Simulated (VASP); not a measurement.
# HfO2 (Fm-3m) in VASP: a series of runs

Runs on HfO2. Level: LDA. Tasks: electric field gradients.

All numbers are computed with VASP 6.6.1; they aren't measurements. Logs are shortened: lines on timing, memory, paths and dates and some standing lists are left out, and cuts for length are marked.

### 1 The cell of the first run

It takes space group Fm-3m (No. 225, cubic). The conventional cell has a = 5.132 Å, b = 5.132 Å, c = 5.132 Å, α = 90.00°, β = 90.00°, γ = 90.00°. Within 2.9 Å of Hf (site symmetry m-3m) lie 8 O at 2.22 Å. Within 2.9 Å of O (site symmetry -43m) lie 4 Hf at 2.22 Å and 6 O at 2.57 Å.

### 2 Electric field gradients, LDA (11.26 Å³/atom)

Contents of INCAR:

```
PREC = Accurate
ENCUT = 520
EDIFF = 1E-8
ISMEAR = -1
SIGMA = 0.01
LREAL = False
LASPH = True
NELM = 80
ALGO = Normal
ISIF = 2
LWAVE = False
LCHARG = False
LEFG = True
NBANDS = 18
```

Contents of KPOINTS:

```
regular mesh
0
Gamma
  8 8 8
```

Contents of POSCAR:

```
HfO2
1.0
    0.0000000000      2.5659967402      2.5659967402
    2.5659967402      0.0000000000      2.5659967402
    2.5659967402      2.5659967402      0.0000000000
Hf O
1 2
Direct
    0.0000000000      0.0000000000      0.0000000000
    0.2500000000      0.2500000000      0.2500000000
    0.7500000000      0.7500000000      0.7500000000
```

Potentials or basis: VASP PAW LDA potentials, release 64 (Hf_pv, O).

Started as:

```bash
$ cat potpaw_LDA.64/Hf_pv/POTCAR potpaw_LDA.64/O/POTCAR > POTCAR
$ mpirun -np 1 vasp_std > vasp.out
```

OUTCAR:

```text
PREC = Accurate
   ENCUT = 520
   EDIFF = 1E-8
   ISMEAR = -1
   LREAL = False
   LASPH = True
   NELM = 80
   ISIF = 2

 ion  position               nearest neighbor table
   1  0.000  0.000  0.000-   3 2.22   3 2.22   3 2.22   2 2.22   3 2.22   2 2.22   2 2.22   2 2.22

   2  0.250  0.250  0.250-   1 2.22   1 2.22   1 2.22   1 2.22
   3  0.750  0.750  0.750-   1 2.22   1 2.22   1 2.22   1 2.22

  LATTYP: Found a face centered cubic cell.
 ALAT       =     5.1319934804

  Lattice vectors:

 A1 = (   0.0000000000,   2.5659967402,   2.5659967402)
 A2 = (   2.5659967402,   0.0000000000,   2.5659967402)
 A3 = (   2.5659967402,   2.5659967402,   0.0000000000)

Analysis of symmetry for initial positions (statically):
=====================================================================
 Subroutine PRICEL returns:
 Original cell was already a primitive cell.

 Routine SETGRP: Setting up the symmetry group for a
 face centered cubic supercell.

 Subroutine GETGRP returns: Found 48 space group operations
 (whereof 48 operations were pure point group operations)
 out of a pool of 48 trial point group operations.

The static configuration has the point symmetry O_h .

Analysis of symmetry for dynamics (positions and initial velocities):
=====================================================================
 Subroutine PRICEL returns:
 Original cell was already a primitive cell.

 Routine SETGRP: Setting up the symmetry group for a
 face centered cubic supercell.

 Subroutine GETGRP returns: Found 48 space group operations
 (whereof 48 operations were pure point group operations)
 out of a pool of 48 trial point group operations.

The dynamic configuration has the point symmetry O_h .

 Subroutine INISYM returns: Found 48 space group operations
 (whereof 48 operations are pure point group operations),
 and found     1 'primitive' translations

----------------------------------------------------------------------------------------

                                     Primitive cell

  volume of cell :      33.7908

  direct lattice vectors                    reciprocal lattice vectors
     0.000000000  2.565996740  2.565996740    -0.194856054  0.194856054  0.194856054
     2.565996740  0.000000000  2.565996740     0.194856054 -0.194856054  0.194856054
     2.565996740  2.565996740  0.000000000     0.194856054  0.194856054 -0.194856054

  length of vectors
     3.628867391  3.628867391  3.628867391     0.337500586  0.337500586  0.337500586

  position of ions in fractional coordinates (direct lattice)
     0.000000000  0.000000000  0.000000000
     0.250000000  0.250000000  0.250000000
     0.750000000  0.750000000  0.750000000

  ion indices of the primitive-cell ions
   primitive index   ion index
                 1           1
                 2           2
                 3           3

----------------------------------------------------------------------------------------

 KPOINTS: regular mesh

Automatic generation of k-mesh.
 Grid dimensions read from file:
 generate k-points for:    8    8    8

 Generating k-lattice:

  Cartesian coordinates                     Fractional coordinates (reciprocal lattice)
    -0.024357007  0.024357007  0.024357007     0.125000000  0.000000000  0.000000000
     0.024357007 -0.024357007  0.024357007     0.000000000  0.125000000  0.000000000
     0.024357007  0.024357007 -0.024357007     0.000000000  0.000000000  0.125000000

  Length of vectors
     0.042187573  0.042187573  0.042187573

  Shift w.r.t. Gamma in fractional coordinates (k-lattice)
     0.000000000  0.000000000  0.000000000

 Subroutine IBZKPT returns following result:
 ===========================================

 Found     29 irreducible k-points:

 Following reciprocal coordinates:
            Coordinates               Weight
  0.000000  0.000000  0.000000      1.000000
  0.125000  0.000000  0.000000      8.000000
  0.250000  0.000000  0.000000      8.000000
  0.375000  0.000000  0.000000      8.000000
  0.500000  0.000000  0.000000      4.000000
  0.125000  0.125000  0.000000      6.000000
[... 16 lines left out ...]
  0.500000  0.250000  0.125000     48.000000
 -0.375000  0.250000  0.125000     24.000000
 [... further k-points ...]
   k-points           NKPTS =     29   k-points in BZ     NKDIM =     29   number of bands    NBANDS=     18
   number of dos      NEDOS =    301   number of ions     NIONS =      3
   total plane-waves  NPLWV =  21952
   dimension x,y,z NGX =    28 NGY =   28 NGZ =   28
   dimension x,y,z NGXF=    56 NGYF=   56 NGZF=   56
   ions per type =               1   2
   NGX,Y,Z   is equivalent  to a cutoff of  12.83, 12.83, 12.83 a.u.
   NGXF,Y,Z  is equivalent  to a cutoff of  25.65, 25.65, 25.65 a.u.
 SYSTEM =  unknown system
   PREC   = accura    normal or accurate (medium, high low for compatibility)
   ISTART =      0    job   : 0-new  1-cont  2-samecut
   ICHARG =      2    charge: 1-file 2-atom 10-const
   ISPIN  =      1    spin polarized calculation?
   LNONCOLLINEAR =      F non collinear calculations
   LSORBIT =      F    spin-orbit coupling
   LASPH  =      T    aspherical Exc in radial PAW
   ENCUT  =  520.0 eV  38.22 Ry    6.18 a.u.   6.75  6.75  6.75*2*pi/ulx,y,z
   NELM   =     80;   NELMIN=  2; NELMDL= -5     # of ELM steps
   EDIFF  = 0.1E-07   stopping-criterion for ELM
   LREAL  =      F    real-space projection
   EDIFFG = 0.1E-06   stopping-criterion for IOM
   NSW    =      0    number of steps for IOM
   IBRION =     -1    ionic relax: 0-MD 1-quasi-New 2-CG
   NFREE  =      0    steps in history (QN), initial steepest desc. (CG)
   ISIF   =      2    stress and relaxation
   ISYM   =      2    0-nonsym 1-usesym 2-fastsym
   POTIM  = 0.5000    time-step for ionic-motion
   TEBEG  =    0.0;   TEEND  =   0.0 temperature during run
   PSTRESS=    0.0 pullay stress
   NELECT =      22.0000    total number of electrons
   NUPDOWN=      -1.0000    fix difference up-down
   EMIN   =  10.00;   EMAX   =-10.00  energy-range for DOS
   EFERMI =   0.00;   METHOD = LEGACY
   ISMEAR =    -1;   SIGMA  =   0.01  broadening in eV -4-tet -1-fermi 0-gaus
   EFERMI_NEDOS =   21; number of points for ismear=-14 and -15
   IALGO  =     38    algorithm
   IMIX   =      4    mixing-type and parameters
     AMIX     =   0.40;   BMIX     =  1.00
     AMIX_MAG =   1.60;   BMIX_MAG =  1.00
  volume/ion in A,a.u.               =      11.26        76.01
  Fermi-wavevector in a.u.,A,eV,Ry     =   1.418893  2.681319 27.392027  2.013257
  Thomas-Fermi vector in A             =   2.539971
   LORBIT       =      0    0 simple, 1 ext, 2 COOP (PROOUT), +10 PAW based schemes
   GGA     = CA    functional components
   LHFCALC =     F    Hartree Fock is set to
   AEXX    =    0.0000 exact exchange contribution
   IVDW    =     0    specifies the selected vdW correction
   LEPSILON=     F    determine dielectric tensor
   LRPA    =     F    only Hartree local field effects (RPA)
 non-spin polarized calculation
  energy-cutoff  :      520.00
  volume of cell :       33.79
 maximum number of plane-waves:       941
   NGX = 13   NGY = 13   NGZ = 13

 number of electron      21.9999994 magnetization

 Free energy of the ion-electron system (eV)
  ---------------------------------------------------
  ext. energy  EPLUGINS =         0.00000000
  ---------------------------------------------------
  free energy    TOTEN  =       -32.86851045 eV

  energy without entropy =      -32.86851045  energy(sigma->0) =      -32.86851045

 E-fermi :   4.0529     XC(G=0): -12.1234

 val. band max:        3.7384014085   @ k =   0.5000   0.5000   0.0000
 cond. band min:       7.2361527737   @ k =   0.5000   0.5000   0.0000
 fundamental gap:      3.4977513651
 Fermi energy:         4.0529114593

 k-point     1 :       0.0000    0.0000    0.0000
  band No.  band energies     occupation
      1     -25.9183      2.00000
      2     -25.9183      2.00000
      3     -25.9183      2.00000
      4     -14.5085      2.00000
      5     -11.5316      2.00000
      6      -1.4478      2.00000
[... 10 lines left out ...]
     17      13.6533      0.00000
     18      16.1233      0.00000
[... 463 lines left out ...]
 k-point    24 :      -0.3750    0.2500    0.1250
  band No.  band energies     occupation
      1     -26.2432      2.00000
      2     -26.0697      2.00000
      3     -25.9870      2.00000
      4     -12.9529      2.00000
      5     -12.4416      2.00000
      6      -0.9866      2.00000
[... 10 lines left out ...]
     17      14.2608      0.00000
     18      15.9590      0.00000

 [... further k-points ...]

------------------------ aborting loop because EDIFF is reached ----------------------------------------

  FORCE on cell =-STRESS in cart. coord.  units (eV):
  Direction    XX          YY          ZZ          XY          YZ          ZX
  --------------------------------------------------------------------------------------
  -------------------------------------------------------------------------------------
  Total       -4.4892339     -4.4892339     -4.4892339      0.0000000      0.0000000     -0.0000000
  in kB     -212.8553249   -212.8553249   -212.8553249      0.0000000      0.0000000     -0.0000000
  external PRESSURE =    -212.8553249 kB  Pullay stress =       0.0000000 kB

 VOLUME and BASIS-vectors are now :
 -----------------------------------------------------------------------------
  energy-cutoff  :      520.00
  volume of cell :       33.79
      direct lattice vectors                 reciprocal lattice vectors
     0.000000000  2.565996740  2.565996740    -0.194856054  0.194856054  0.194856054
     2.565996740  0.000000000  2.565996740     0.194856054 -0.194856054  0.194856054
     2.565996740  2.565996740  0.000000000     0.194856054  0.194856054 -0.194856054

 POSITION                                       TOTAL-FORCE (eV/Angst)
 -----------------------------------------------------------------------------------
      0.00000      0.00000      0.00000         0.000000      0.000000      0.000000
      1.28300      1.28300      1.28300         0.000000      0.000000      0.000000
      3.84900      3.84900      3.84900        -0.000000     -0.000000     -0.000000
 -----------------------------------------------------------------------------------
    total drift:                                0.000000      0.000000      0.000000

  FREE ENERGIE OF THE ION-ELECTRON SYSTEM (eV)
  ---------------------------------------------------
  free  energy   TOTEN  =       -32.8685104505 eV

  energy  without entropy=      -32.8685104505  energy(sigma->0) =      -32.86851045

 Electric field gradients (V/A^2)
---------------------------------------------------------------------
 ion       V_xx      V_yy      V_zz      V_xy      V_xz      V_yz
---------------------------------------------------------------------
   1      -0.000    -0.000     0.000    -0.000    -0.000    -0.000
   2       0.000     0.000    -0.000    -0.001    -0.001    -0.001
   3      -0.000     0.000    -0.000    -0.001    -0.001    -0.001
---------------------------------------------------------------------

 Electric field gradients after diagonalization (V/A^2)
 (convention: |V_zz| > |V_xx| > |V_yy|)
----------------------------------------------------------------------
 ion       V_xx      V_yy      V_zz     asymmetry (V_yy - V_xx)/ V_zz
----------------------------------------------------------------------
   1       0.000     0.000    -0.000       0.000
   2       0.001     0.001    -0.002       0.000
   3       0.001     0.001    -0.002       0.000
----------------------------------------------------------------------

           NMR quadrupolar parameters

 Cq : quadrupolar parameter    Cq=e*Q*V_zz/h
 eta: asymmetry parameters     (V_yy - V_xx)/ V_zz
 Q  : nuclear electric quadrupole moment in mb (millibarn)
----------------------------------------------------------------------
 ion       Cq(MHz)       eta       Q (mb)
----------------------------------------------------------------------
   1      -0.000       0.000       1.000
   2      -0.000       0.000       1.000
   3      -0.000       0.000       1.000
----------------------------------------------------------------------
```

It took 17 s on 1 thread of Intel Xeon Platinum 8259CL at 2.50GHz (Skylake/Cascade Lake), shared host; peak memory 0.15 GiB.

What came out:

| Property | Result |
| --- | --- |
| Free energy | -32.8685 eV |
| Pressure | -21.3 GPa |
| Band gap on the k mesh | 3.50 eV |
| Largest electric field gradient by atom | zero within the noise of the run |

Levels at points of the mesh, in eV from the valence-band top:
| k point | band 7 | band 8 | band 9 | band 10 | band 11 | band 12 | band 13 | band 14 | band 15 | band 16 |
| --- | --- | --- | --- | --- | --- | --- | --- | --- | --- | --- |
| (0.00, 0.00, 0.00) | -5.19 | -5.19 | -0.59 | -0.59 | -0.59 | 3.60 | 3.60 | 5.40 | 9.91 | 9.91 |
| (0.50, 0.00, 0.00) | -4.19 | -3.02 | -2.68 | -1.80 | -1.80 | 4.29 | 4.29 | 6.59 | 8.68 | 8.92 |
| (0.50, 0.50, 0.00) | -3.40 | -3.40 | -1.49 | -1.49 | 0.00 | 3.50 | 5.14 | 6.26 | 7.76 | 7.76 |

Caveat: the cell stands under tension; spin-orbit coupling is left out, which moves the levels of the heavy elements.

(Continued in part 2 of 2.)
